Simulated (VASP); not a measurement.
# Na2S (Fm-3m) in VASP: a series of runs, part 2 of 2

VASP 6.6.1. Earlier steps stand in the parts before.

### 3 Single point, PBEsol

This run uses another cell than the first one, of 20.59 Å³/atom, 0.897 times its volume.

INCAR

```
SYSTEM = Na2S
ALGO = Normal ; EDIFF = 1E-6
ENCUT = 500 ; GGA = PS
GGA_COMPAT = .False. ; ISIF = 2
ISMEAR = 0 ; LASPH = .True.
LCHARG = .True. ; LELF = .True.
LREAL = .False. ; LVHAR = .True.
LWAVE = .False. ; NBANDS = 17
NELM = 120 ; PREC = Accurate
SIGMA = 0.05
```

KPOINTS

```
k-points
0
Gamma
  6 6 6
  0 0 0
```

POSCAR

```
Na2S
1.0
    0.0000000000      3.1373213628      3.1373213628
    3.1373213628      0.0000000000      3.1373213628
    3.1373213628      3.1373213628      0.0000000000
S Na
1 2
Direct
    0.0000000000      0.0000000000      0.0000000000
    0.2500000000      0.2500000000      0.2500000000
    0.7500000000      0.7500000000      0.7500000000
```

Potentials or basis: VASP PAW PBE potentials, release 64 (S, Na_pv).

Started as:

```bash
cat potpaw_PBE.64/S/POTCAR potpaw_PBE.64/Na_pv/POTCAR > POTCAR
mpirun -np 1 vasp_std > vasp.out
```

OUTCAR:

```text
SYSTEM = Na2S
   EDIFF = 1E-6
   ENCUT = 500
   GGA = PS
   ISIF = 2
   ISMEAR = 0
   LASPH = .True.
   LREAL = .False.
   NELM = 120
   PREC = Accurate

 ion  position               nearest neighbor table
   1  0.000  0.000  0.000-   3 2.72   3 2.72   3 2.72   2 2.72   3 2.72   2 2.72   2 2.72   2 2.72

   2  0.250  0.250  0.250-   1 2.72   1 2.72   1 2.72   1 2.72
   3  0.750  0.750  0.750-   1 2.72   1 2.72   1 2.72   1 2.72

  LATTYP: Found a face centered cubic cell.
 ALAT       =     6.2746427256

  Lattice vectors:

 A1 = (   0.0000000000,   3.1373213628,   3.1373213628)
 A2 = (   3.1373213628,   0.0000000000,   3.1373213628)
 A3 = (   3.1373213628,   3.1373213628,   0.0000000000)

Analysis of symmetry for initial positions (statically):
=====================================================================
 Subroutine PRICEL returns:
 Original cell was already a primitive cell.

 Routine SETGRP: Setting up the symmetry group for a
 face centered cubic supercell.

 Subroutine GETGRP returns: Found 48 space group operations
[... 156 lines left out ...]
  energy without entropy =      -10.29202781  energy(sigma->0) =      -10.29202781

 E-fermi :   0.9428     XC(G=0):  -8.4420

 val. band max:        0.6860938817   @ k =   0.0000   0.0000   0.0000
 cond. band min:       3.4718662360   @ k =   0.0000   0.0000   0.0000
 fundamental gap:      2.7857723544
 Fermi energy:         0.9427601003

 k-point     1 :       0.0000    0.0000    0.0000
  band No.  band energies     occupation
      1     -21.1465      2.00000
      2     -21.1465      2.00000
      3     -21.1465      2.00000
      4     -21.0652      2.00000
      5     -21.0652      2.00000
      6     -21.0652      2.00000
[... 297 lines left out ...]
      4     -21.0818      2.00000
      5     -21.0511      2.00000
      6     -21.0459      2.00000
[... 9 lines left out ...]
     16      12.5011      0.00000
     17      13.4523      0.00000

------------------------ aborting loop because EDIFF is reached ----------------------------------------

  FORCE on cell =-STRESS in cart. coord.  units (eV):
  Direction    XX          YY          ZZ          XY          YZ          ZX
  --------------------------------------------------------------------------------------
  -------------------------------------------------------------------------------------
  Total        1.5585077      1.5585077      1.5585077      0.0000000     -0.0000000      0.0000000
  in kB       40.4308174     40.4308174     40.4308174      0.0000000     -0.0000000      0.0000000
  external PRESSURE =      40.4308174 kB  Pullay stress =       0.0000000 kB

 VOLUME and BASIS-vectors are now :
 -----------------------------------------------------------------------------
  energy-cutoff  :      500.00
  volume of cell :       61.76
      direct lattice vectors                 reciprocal lattice vectors
     0.000000000  3.137321363  3.137321363    -0.159371624  0.159371624  0.159371624
     3.137321363  0.000000000  3.137321363     0.159371624 -0.159371624  0.159371624
     3.137321363  3.137321363  0.000000000     0.159371624  0.159371624 -0.159371624

 POSITION                                       TOTAL-FORCE (eV/Angst)
 -----------------------------------------------------------------------------------
      0.00000      0.00000      0.00000         0.000000      0.000000      0.000000
      1.56866      1.56866      1.56866        -0.000000      0.000000     -0.000000
      4.70598      4.70598      4.70598         0.000000     -0.000000      0.000000
 -----------------------------------------------------------------------------------
    total drift:                               -0.000000     -0.000000      0.000000

  FREE ENERGIE OF THE ION-ELECTRON SYSTEM (eV)
  ---------------------------------------------------
  free  energy   TOTEN  =       -10.2920278136 eV

  energy  without entropy=      -10.2920278136  energy(sigma->0) =      -10.29202781
```

OSZICAR:

```text
N       E                     dE             d eps       ncg     rms          rms(c)
DAV:   1     0.145111248523E+03    0.14511E+03   -0.10396E+04   544   0.126E+03
DAV:   2    -0.466603513071E+00   -0.14558E+03   -0.14021E+03   593   0.325E+02
DAV:   3    -0.108967530684E+02   -0.10430E+02   -0.10387E+02   701   0.868E+01
DAV:   4    -0.110650153281E+02   -0.16826E+00   -0.16808E+00   639   0.120E+01
DAV:   5    -0.110686181047E+02   -0.36028E-02   -0.36024E-02   697   0.169E+00    0.356E+00
DAV:   6    -0.103516317429E+02    0.71699E+00   -0.13477E+00   738   0.646E+00    0.275E+00
DAV:   7    -0.102908796261E+02    0.60752E-01   -0.22901E-01   697   0.225E+00    0.177E+00
DAV:   8    -0.102917655674E+02   -0.88594E-03   -0.14954E-02   610   0.109E+00    0.500E-01
DAV:   9    -0.102914463377E+02    0.31923E-03   -0.65702E-04   660   0.211E-01    0.342E-01
DAV:  10    -0.102920635383E+02   -0.61720E-03   -0.19498E-03   590   0.296E-01    0.168E-01
DAV:  11    -0.102920232232E+02    0.40315E-04   -0.98193E-05   706   0.906E-02    0.620E-02
DAV:  12    -0.102920287356E+02   -0.55124E-05   -0.10928E-05   596   0.283E-02    0.104E-02
DAV:  13    -0.102920278136E+02    0.92204E-06   -0.49145E-06   609   0.151E-02
   1 F= -.10292028E+02 E0= -.10292028E+02  d E =-.141291E-14
```

stdout:

```text
POSCAR found type information on POSCAR S Na
 POSCAR found :  2 types and       3 ions
 scaLAPACK will be used
 -----------------------------------------------------------------------------
|                                                                             |
|                                                                             |
|     You enforced a specific xc type in the INCAR file but a different       |
|     I HOPE YOU KNOW WHAT YOU ARE DOING!                                     |
|                                                                             |
 -----------------------------------------------------------------------------

 LDA part: xc-table for (Slater+PW92), standard interpolation
 POSCAR, INCAR and KPOINTS ok, starting setup
 FFT: planning ... GRIDC
 FFT: planning ... GRID_SOFT
 FFT: planning ... GRID
 WAVECAR not read
 entering main loop
```

Run time: 11 s. Hardware: 1 thread of Intel Xeon Platinum 8375C at 2.90GHz (Ice Lake), shared host; peak memory 0.17 GiB.

What came out:

* Free energy: -10.2920 eV
* Pressure: 4.0 GPa
* Band gap on the k mesh: 2.79 eV, direct

Caveat: the PAW data sets were made with another functional, which shifts forces and pressure a little.

### 4 Single point, PBEsol

This run uses another cell than the first one, of 21.27 Å³/atom, 0.927 times its volume.

INCAR

```
SYSTEM = Na2S
PREC = Accurate ; ENCUT = 500
EDIFF = 1E-6 ; ISMEAR = 0
SIGMA = 0.05 ; LREAL = .False.
LASPH = .True. ; NELM = 120
ALGO = Normal ; ISIF = 2
LWAVE = .False. ; LCHARG = .True.
GGA = PS ; LELF = .True.
LVHAR = .True. ; NBANDS = 17
GGA_COMPAT = .False.
```

KPOINTS

```
Automatic mesh
0
Gamma
  6 6 6
  0 0 0
```

POSCAR

```
Na2S
1.0
    0.0000000000      3.1714523105      3.1714523105
    3.1714523105      0.0000000000      3.1714523105
    3.1714523105      3.1714523105      0.0000000000
S Na
1 2
Direct
    0.0000000000      0.0000000000      0.0000000000
    0.2500000000      0.2500000000      0.2500000000
    0.7500000000      0.7500000000      0.7500000000
```

Started as:

```bash
cat potpaw_PBE.64/S/POTCAR potpaw_PBE.64/Na_pv/POTCAR > POTCAR
mpirun -np 1 vasp_std > vasp.out
```

Wall time 17 s (1 thread of Intel Xeon Platinum 8375C at 2.90GHz (Ice Lake), shared host); peak memory 0.19 GiB.

The run converged. Its results:

```
Free energy            : -10.3349 eV
Pressure               : 2.6 GPa
Band gap on the k mesh : 2.67 eV, direct
```

Levels at points of the mesh, in eV from the valence-band top:
```tsv
k point	band 6	band 7	band 8	band 9	band 10	band 11	band 12	band 13	band 14	band 15
(0.00, 0.00, 0.00)	-21.81	-10.27	0.00	0.00	0.00	2.67	7.98	7.98	7.98	9.51
(0.50, 0.00, 0.00)	-21.85	-9.94	-1.84	-0.14	-0.14	5.09	6.68	7.26	7.26	11.72
(0.50, 0.50, 0.00)	-21.79	-9.84	-1.64	-0.50	-0.50	3.73	6.22	9.15	10.27	10.27
```

Caveat: the PAW data sets were made with another functional, which shifts forces and pressure a little.

### 5 Single point, PBEsol (volume scaled by 1.042 of the coarse rest volume)

INCAR

```
SYSTEM = Na2S
PREC     = Accurate       ! precision mode
ENCUT    = 500            ! plane-wave cutoff, eV
EDIFF    = 1E-6           ! SCF threshold, eV
ISMEAR   = 0              ! smearing method
SIGMA    = 0.02           ! smearing width, eV
LREAL    = .False.        ! projectors in reciprocal space
LASPH    = .True.         ! aspherical terms in the spheres
NELM     = 120            ! most SCF steps
ALGO     = Normal         ! electronic algorithm
ISIF     = 2              ! what is computed and relaxed
LWAVE    = .False.        ! write WAVECAR
LCHARG   = .False.        ! write CHGCAR
GGA      = PS             ! functional
NBANDS   = 17             ! bands
GGA_COMPAT= .False.
```

KPOINTS

```
Automatic mesh
0
Gamma
  8 8 8
  0 0 0
```

POSCAR

```
Na2S
1.0
    0.0000000000      3.2980000000      3.2980000000
    3.2980000000      0.0000000000      3.2980000000
    3.2980000000      3.2980000000      0.0000000000
S Na
1 2
Direct
    0.0000000000      0.0000000000      0.0000000000
    0.2500000000      0.2500000000      0.2500000000
    0.7500000000      0.7500000000      0.7500000000
```

Started as:

```bash
cat potpaw_PBE.64/S/POTCAR potpaw_PBE.64/Na_pv/POTCAR > POTCAR
mpirun -np 1 vasp_std > vasp.out
```

Run time: 26 s. Hardware: 1 thread of Intel Xeon Platinum 8375C at 2.90GHz (Ice Lake), shared host; peak memory 0.2 GiB.

It converged, with:

| Item | Value |
| --- | --- |
| Free energy | -10.3650 eV |
| Pressure | -1.1 GPa |
| Band gap on the k mesh | 2.29 eV, direct |

Levels at points of the mesh, in eV from the valence-band top:
| k point | band 6 | band 7 | band 8 | band 9 | band 10 | band 11 | band 12 | band 13 | band 14 | band 15 |
| --- | --- | --- | --- | --- | --- | --- | --- | --- | --- | --- |
| (0.00, 0.00, 0.00) | -22.07 | -10.09 | 0.00 | 0.00 | 0.00 | 2.29 | 7.58 | 7.58 | 7.58 | 9.24 |
| (0.50, 0.00, 0.00) | -22.09 | -9.86 | -1.63 | -0.13 | -0.13 | 4.61 | 6.21 | 7.00 | 7.00 | 10.91 |
| (0.50, 0.50, 0.00) | -22.05 | -9.79 | -1.46 | -0.46 | -0.46 | 3.69 | 5.88 | 8.20 | 9.50 | 9.50 |

Caveat: the cell differs from its parent crystal (volume scaled by 1.042 of the coarse rest volume); the PAW data sets were made with another functional, which shifts forces and pressure a little.

### 6 Summary

```csv
cell,k mesh,smearing,gap on the mesh (eV),pressure (GPa)
"a = 4.601 Å, angles 60.0°, 3 atoms",4 × 4 × 4,gaussian 0.05 eV,2.41,0.0
"a = 4.437 Å, angles 60.0°, 3 atoms",6 × 6 × 6,gaussian 0.05 eV,2.79,4.0
"a = 4.485 Å, angles 60.0°, 3 atoms",6 × 6 × 6,gaussian 0.05 eV,2.67,2.6
"a = 4.664 Å, angles 60.0°, 3 atoms",8 × 8 × 8,gaussian 0.02 eV,2.29,-1.1
```

Alike in all rows: task single point; level PBEsol; potentials or basis VASP PAW PBE potentials, release 64 (S, Na_pv); no spin polarisation; cutoff (eV) 500.

Caveats: the PAW data sets were made with another functional, which shifts forces and pressure a little.

Absolute energies hang on the potentials; compare differences alone.
